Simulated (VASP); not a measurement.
# MoSe2 in VASP: phonons with PBE+D3(BJ)

Aim: the phonons of MoSe2 with PBE+D3(BJ).

Program: VASP 6.6.1. These are calculated values, not measurements. Logs are shortened: lines on timing, memory, paths and dates and some standing lists are left out, and cuts for length are marked.

## (1) The cell of the first run

The cell holds a slab with vacuum, 12 atoms: a = 3.280 Å, b = 3.280 Å, c = 40.575 Å, α = 90.00°, β = 90.00°, γ = 120.00°.

## (2) Phonons, PBE+D3(BJ)

The input, POSCAR:

```
MoSe2
1.0
    3.2798162824     -0.0000000000      0.0000000000
   -1.6399081412      2.8404042227      0.0000000000
    0.0000000000      0.0000000000     40.5750000000
  Se              Mo
     8     4
Direct
     0.3333333300000021    0.6666666699999979    0.2232987596460675
     0.3333333300000021    0.6666666699999979    0.3059401926750271
     0.6666666699999979    0.3333333300000021    0.3803341014439722
     0.6666666699999979    0.3333333300000021    0.4628995701857840
     0.3333333300000021    0.6666666699999979    0.5371004298142159
     0.3333333300000021    0.6666666699999979    0.6196658985560276
     0.6666666699999979    0.3333333300000021    0.6940598073249729
     0.6666666699999979    0.3333333300000021    0.7767012403539326
     0.6666666699999979    0.3333333300000021    0.2646241778240471
     0.3333333300000021    0.6666666699999979    0.4216194420043068
     0.6666666699999979    0.3333333300000021    0.5783805579956934
     0.3333333300000021    0.6666666699999979    0.7353758221759528
```

The input, INCAR.step1:

```
PREC = Accurate
ENCUT = 600
EDIFF = 1E-8
ISMEAR = 0
SIGMA = 0.03
LREAL = False
LASPH = True
NELM = 80
ALGO = Normal
ISIF = 2
LWAVE = False
LCHARG = False
GGA = PE
IVDW = 12
LATTICE_CONSTRAINTS = .TRUE. .TRUE. .FALSE.
KPAR = 8
IBRION = 2
NSW = 40
EDIFFG = -0.002
```

The input, INCAR.step2:

```
PREC = Accurate
ENCUT = 600
EDIFF = 1E-8
ISMEAR = 0
SIGMA = 0.03
LREAL = False
LASPH = True
NELM = 80
ALGO = Normal
ISIF = 2
LWAVE = False
LCHARG = False
GGA = PE
IVDW = 12
LATTICE_CONSTRAINTS = .TRUE. .TRUE. .FALSE.
KPAR = 8
IBRION = 6
NFREE = 2
POTIM = 0.015
NSW = 1
```

The input, KPOINTS:

```
Automatic mesh
0
Gamma
  12 12 1
```

Potentials or basis: VASP PAW PBE potentials, release 64 (Se, Mo_sv).

On the command line:

```console
$ cat potpaw_PBE.64/Se/POTCAR potpaw_PBE.64/Mo_sv/POTCAR > POTCAR
$ cp INCAR.step1 INCAR
$ mpirun -np 8 vasp_std > vasp.out
$ cp CONTCAR POSCAR
$ cp INCAR.step2 INCAR
$ mpirun -np 8 vasp_std > vasp.out
```

OUTCAR:

```text
PREC = Accurate
   ENCUT = 600
   EDIFF = 1E-8
   ISMEAR = 0
   LREAL = False
   LASPH = True
   NELM = 80
   ISIF = 2
   GGA = PE
   IVDW = 12
   IBRION = 6
   NFREE = 2
   POTIM = 0.015
   NSW = 1
 IVDW          = 12

 ion  position               nearest neighbor table
   1  0.333  0.667  0.223-   9 2.53   9 2.53   9 2.53
   2  0.333  0.667  0.306-   9 2.53   9 2.53   9 2.53
   3  0.667  0.333  0.380-  10 2.53  10 2.53  10 2.53
   4  0.667  0.333  0.463-  10 2.53  10 2.53  10 2.53
   5  0.333  0.667  0.537-  11 2.53  11 2.53  11 2.53
   6  0.333  0.667  0.620-  11 2.53  11 2.53  11 2.53
   7  0.667  0.333  0.694-  12 2.53  12 2.53  12 2.53
   8  0.667  0.333  0.777-  12 2.53  12 2.53  12 2.53
   9  0.667  0.333  0.265-   2 2.53   2 2.53   2 2.53   1 2.53   1 2.53   1 2.53
  10  0.333  0.667  0.422-   4 2.53   4 2.53   4 2.53   3 2.53   3 2.53   3 2.53
  11  0.667  0.333  0.578-   5 2.53   5 2.53   5 2.53   6 2.53   6 2.53   6 2.53
  12  0.333  0.667  0.735-   7 2.53   7 2.53   7 2.53   8 2.53   8 2.53   8 2.53

  LATTYP: Found a hexagonal cell.
 ALAT       =     3.2798162824
 C/A-ratio  =    12.3711197538

  Lattice vectors:

 A1 = (   3.2798162824,   0.0000000000,   0.0000000000)
 A2 = (  -1.6399081412,   2.8404042227,   0.0000000000)
 A3 = (   0.0000000000,   0.0000000000,  40.5750000000)

Analysis of symmetry for initial positions (statically):
=====================================================================
 Subroutine PRICEL returns:
 Original cell was already a primitive cell.

 Routine SETGRP: Setting up the symmetry group for a
 hexagonal supercell.

 Subroutine GETGRP returns: Found 12 space group operations
 (whereof 12 operations were pure point group operations)
 out of a pool of 24 trial point group operations.

The static configuration has the point symmetry D_3d.

Analysis of symmetry for dynamics (positions and initial velocities):
=====================================================================
 Subroutine PRICEL returns:
 Original cell was already a primitive cell.

 Routine SETGRP: Setting up the symmetry group for a
 hexagonal supercell.

 Subroutine GETGRP returns: Found 12 space group operations
 (whereof 12 operations were pure point group operations)
 out of a pool of 24 trial point group operations.

The dynamic configuration has the point symmetry D_3d.

 Subroutine INISYM returns: Found 12 space group operations
 (whereof 12 operations are pure point group operations),
 and found     1 'primitive' translations

----------------------------------------------------------------------------------------

                                     Primitive cell

  volume of cell :     377.9969

  direct lattice vectors                    reciprocal lattice vectors
     3.279816282  0.000000000  0.000000000     0.304895126  0.176031283  0.000000000
    -1.639908141  2.840404223  0.000000000     0.000000000  0.352062566  0.000000000
     0.000000000  0.000000000 40.575000000     0.000000000  0.000000000  0.024645718

  length of vectors
     3.279816282  3.279816284 40.575000000     0.352062567  0.352062566  0.024645718

  position of ions in fractional coordinates (direct lattice)
     0.333333330  0.666666670  0.223291139
     0.333333330  0.666666670  0.305942653
     0.666666670  0.333333330  0.380329745
     0.666666670  0.333333330  0.462900364
     0.333333330  0.666666670  0.537099636
     0.333333330  0.666666670  0.619670255
     0.666666670  0.333333330  0.694057347
     0.666666670  0.333333330  0.776708861
     0.666666670  0.333333330  0.264620683
     0.333333330  0.666666670  0.421615172
[... 64 lines left out ...]
  0.333333  0.333333  0.000000      2.000000
   k-points           NKPTS =     19   k-points in BZ     NKDIM =     19   number of bands    NBANDS=     62
   number of dos      NEDOS =    301   number of ions     NIONS =     12
   total plane-waves  NPLWV = 254016
   dimension x,y,z NGX =    28 NGY =   28 NGZ =  324
   dimension x,y,z NGXF=    56 NGYF=   56 NGZF=  648
   ions per type =               8   4
   NGX,Y,Z   is equivalent  to a cutoff of  14.19, 14.19, 13.28 a.u.
   NGXF,Y,Z  is equivalent  to a cutoff of  28.39, 28.39, 26.55 a.u.
 SYSTEM =  unknown system
   PREC   = accura    normal or accurate (medium, high low for compatibility)
   ISTART =      0    job   : 0-new  1-cont  2-samecut
   ICHARG =      2    charge: 1-file 2-atom 10-const
   ISPIN  =      1    spin polarized calculation?
   LNONCOLLINEAR =      F non collinear calculations
   LSORBIT =      F    spin-orbit coupling
   LASPH  =      T    aspherical Exc in radial PAW
   ENCUT  =  600.0 eV  44.10 Ry    6.64 a.u.   6.55  6.55 81.04*2*pi/ulx,y,z
   NELM   =     80;   NELMIN=  2; NELMDL=  0     # of ELM steps
   EDIFF  = 0.1E-07   stopping-criterion for ELM
   LREAL  =      F    real-space projection
   EDIFFG = 0.1E-06   stopping-criterion for IOM
   NSW    =    181    number of steps for IOM
   IBRION =      6    ionic relax: 0-MD 1-quasi-New 2-CG
   NFREE  =      2    steps in history (QN), initial steepest desc. (CG)
   ISIF   =      2    stress and relaxation
   ISYM   =      2    0-nonsym 1-usesym 2-fastsym
   POTIM  = 0.0150    time-step for ionic-motion
   TEBEG  =    0.0;   TEEND  =   0.0 temperature during run
   PSTRESS=    0.0 pullay stress
   NELECT =     104.0000    total number of electrons
   NUPDOWN=      -1.0000    fix difference up-down
   EMIN   =  10.00;   EMAX   =-10.00  energy-range for DOS
   EFERMI =   0.00;   METHOD = LEGACY
   ISMEAR =     0;   SIGMA  =   0.03  broadening in eV -4-tet -1-fermi 0-gaus
   EFERMI_NEDOS =   21; number of points for ismear=-14 and -15
   IALGO  =     38    algorithm
   IMIX   =      4    mixing-type and parameters
     AMIX     =   0.40;   BMIX     =  1.00
     AMIX_MAG =   1.60;   BMIX_MAG =  1.00
  volume/ion in A,a.u.               =      31.50       212.57
  Fermi-wavevector in a.u.,A,eV,Ry     =   1.064772  2.012127 15.425456  1.133739
  Thomas-Fermi vector in A             =   2.200301
   LORBIT       =      0    0 simple, 1 ext, 2 COOP (PROOUT), +10 PAW based schemes
   GGA     = PE    functional components
   LHFCALC =     F    Hartree Fock is set to
   AEXX    =    0.0000 exact exchange contribution
   IVDW    =    12    specifies the selected vdW correction
   LEPSILON=     F    determine dielectric tensor
   LRPA    =     F    only Hartree local field effects (RPA)
 finite differences with symmetry
 non-spin polarized calculation
 Gauss-broadening in eV      SIGMA  =   0.03
  energy-cutoff  :      600.00
  volume of cell :      378.00
 maximum number of plane-waves:     12763
 NGX is ok and might be reduce to    28
   NGX = 13   NGY = 13   NGZ =163

--------------------------------------- Ionic step        1  -------------------------------------------

 number of electron     103.9999999 magnetization

 Free energy of the ion-electron system (eV)
  ---------------------------------------------------
  ext. energy  EPLUGINS =         0.00000000
  ---------------------------------------------------
  free energy    TOTEN  =       -79.70495169 eV

  energy without entropy =      -79.70495169  energy(sigma->0) =      -79.70495169

------------------------ aborting loop because EDIFF is reached ----------------------------------------

 Edisp (eV)   -5.33179

 E8    (eV) :    -2.3353
[... 135 lines left out ...]
  FREE ENERGIE OF THE ION-ELECTRON SYSTEM (eV)
  ---------------------------------------------------
  free  energy   TOTEN  =       -85.0358044546 eV

  energy  without entropy=      -85.0358044546  energy(sigma->0) =      -85.03580445

[... ionic steps 4 to 22 ...]

--------------------------------------- Ionic step       23  -------------------------------------------

 number of electron     103.9999999 magnetization

------------------------ aborting loop because EDIFF is reached ----------------------------------------
[... 95 lines left out ...]
--------------------------------------- Ionic step       25  -------------------------------------------

 number of electron     104.0000000 magnetization

 Free energy of the ion-electron system (eV)
  ---------------------------------------------------
  ext. energy  EPLUGINS =         0.00000000
  ---------------------------------------------------
  free energy    TOTEN  =       -79.70196836 eV

  energy without entropy =      -79.70196836  energy(sigma->0) =      -79.70196836

 E-fermi :   2.5182     XC(G=0):  -7.0675

 val. band max:        2.3492235532   @ k =   0.0000   0.0000   0.0000
 cond. band min:       3.2202069277   @ k =   0.1667   0.1667   0.0000
 fundamental gap:      0.8709833745
 Fermi energy:         2.5182191981

 k-point     1 :       0.0000    0.0000    0.0000
  band No.  band energies     occupation
      1     -58.8335      2.00000
      2     -58.8289      2.00000
      3     -58.8172      2.00000
      4     -58.7973      2.00000
      5     -33.0031      2.00000
      6     -32.9986      2.00000
[... 1267 lines left out ...]
  FREE ENERGIE OF THE ION-ELECTRON SYSTEM (eV)
  ---------------------------------------------------
  free  energy   TOTEN  =       -85.0337400922 eV

  energy  without entropy=      -85.0337400922  energy(sigma->0) =      -85.03374009

 INTERNAL STRAIN TENSORS FROM DISPLACED ATOMS
 ============================================

 INTERNAL STRAIN TENSOR FOR ION    1 for displacements in x,y,z  (eV/Angst):
          X           Y           Z          XY          YZ          ZX
  --------------------------------------------------------------------------------
  x     0.00000     0.00000     0.00000    -3.37732     0.00000    13.24430
  y    -3.37732     3.37732     0.00000     0.00000    13.24432     0.00000
  z     9.65502     9.65502    27.60301     0.00000     0.00000     0.00000
[... 8 lines left out ...]
 INTERNAL STRAIN TENSOR FOR ION   12 for displacements in x,y,z  (eV/Angst):
          X           Y           Z          XY          YZ          ZX
  --------------------------------------------------------------------------------
  x     0.00000     0.00000     0.00000    -6.70994     0.00000    -0.20056
  y    -6.70994     6.70994     0.00000     0.00000    -0.20056     0.00000
  z    -0.01419    -0.01419    -0.23751     0.00000     0.00000    -0.00000

 Eigenvectors and eigenvalues of the dynamical matrix
   1 f  =   10.491302 THz    65.918793 2PiTHz  349.952160 cm-1    43.388518 meV
   2 f  =   10.485092 THz    65.879776 2PiTHz  349.745024 cm-1    43.362837 meV
   3 f  =   10.474079 THz    65.810577 2PiTHz  349.377654 cm-1    43.317289 meV
   4 f  =   10.450651 THz    65.663375 2PiTHz  348.596186 cm-1    43.220399 meV
   5 f  =    8.456521 THz    53.133889 2PiTHz  282.079183 cm-1    34.973346 meV
   6 f  =    8.456521 THz    53.133889 2PiTHz  282.079183 cm-1    34.973346 meV
[... 25 lines left out ...]
  32 f  =    0.352034 THz     2.211898 2PiTHz   11.742605 cm-1     1.455897 meV
  33 f  =    0.352034 THz     2.211898 2PiTHz   11.742605 cm-1     1.455897 meV
  34 f/i=    0.001354 THz     0.008508 2PiTHz    0.045166 cm-1     0.005600 meV
  35 f/i=    0.001354 THz     0.008508 2PiTHz    0.045166 cm-1     0.005600 meV
  36 f/i=    0.002924 THz     0.018373 2PiTHz    0.097539 cm-1     0.012093 meV

 ELASTIC MODULI CONTR FROM IONIC RELAXATION (kBar)
 Direction    XX          YY          ZZ          XY          YZ          ZX
 --------------------------------------------------------------------------------
 XX        -239.6291   -146.4156   -557.5390      0.0000      2.6669      0.0000
 YY        -146.4156   -239.6291   -557.5390      0.0000     -2.6669     -0.0000
 ZZ        -557.5390   -557.5390  -1669.3031      0.0000      0.0000      0.0000
 XY           0.0000      0.0000      0.0000    -46.6067      0.0000      2.6669
 YZ           2.6669     -2.6669      0.0000      0.0000   -785.2298     -0.0000
 ZX           0.0000     -0.0000      0.0000      2.6669     -0.0000   -785.2292
 --------------------------------------------------------------------------------
```

Wall time 1.5 h (8 MPI ranks of Intel Xeon Platinum 8559C (Emerald Rapids), shared host); peak memory 2.4 GiB.

What came out:

- Highest phonon frequency at Γ, LO-TO splitting left out: 350 cm⁻¹
- Dispersion energy per atom: -0.444 eV

Phonon frequencies in cm⁻¹ (negative: imaginary):
| q point | frequencies |
| --- | --- |
| (0.000, 0.000, 0.000) | 0 0 0 12 12 19 21 21 28 28 36 47 165 165 165 165 166 166 167 167 238 239 241 243 282 282 282 282 282 282 282 282 349 349 350 350 |
